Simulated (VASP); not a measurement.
# PtSe2: single point with r2SCAN

Crystal: PtSe2.

```
Pt Se
1.0
     3.72400    0.00000    0.00000
    -1.86200    3.22508    0.00000
     0.00000    0.00000    5.06200
Pt Se
1 2
Direct
  0.00000 0.00000 0.00000
  0.33333 0.66667 0.25000
  0.66667 0.33333 0.75000
```

```json
{
  "Program": "VASP 6.6.1",
  "Task": "single point",
  "Functional": "r2SCAN",
  "Potentials or basis": "VASP PAW PBE potentials, release 64 (Pt, Se)",
  "Cutoff": "520 eV",
  "k mesh": "18 × 18 × 10",
  "Occupations": "gaussian, width 0.15 eV",
  "Spin": "no spin polarisation",
  "Dipole correction": "no",
  "Further INCAR settings": "ALGO = Normal; EDIFF = 1e-06; NBANDS = 18"
}
```

The pressure is 5.0 GPa, the largest force is 0.380 eV/Å and the band gap on the k mesh is zero (bands 11 and 12 overlap by 0.39 eV).

Forces in eV/Å, atoms in the order of the input:
```
Pt   0.000  0.000  0.000
Se   0.000  0.000  0.380
Se   0.000  0.000 -0.380
```

Levels at points of the mesh, in eV from the Fermi level:
```
           k point  band 9  band 10  band 11  band 12  band 13  band 14
(0.00, 0.00, 0.00)   -1.25    -1.25     0.32     1.47     1.47     3.97
(0.50, 0.00, 0.00)   -3.79    -3.72    -3.17     0.71     2.39     5.01
(0.00, 0.00, 0.50)   -1.82    -1.69    -1.69     2.33     2.33     5.18
(0.50, 0.00, 0.50)   -3.50    -3.08    -1.52     1.00     1.60     4.83
```

It took 16 min on 1 thread of Intel(R) Xeon(R) 6975P-C (Granite Rapids) (shared host), peak memory 0.47 GiB.

Caveat: the cell stands under pressure; the PAW data sets were made with another functional, which shifts forces and pressure a little; spin-orbit coupling is left out, which moves the levels of the heavy elements.
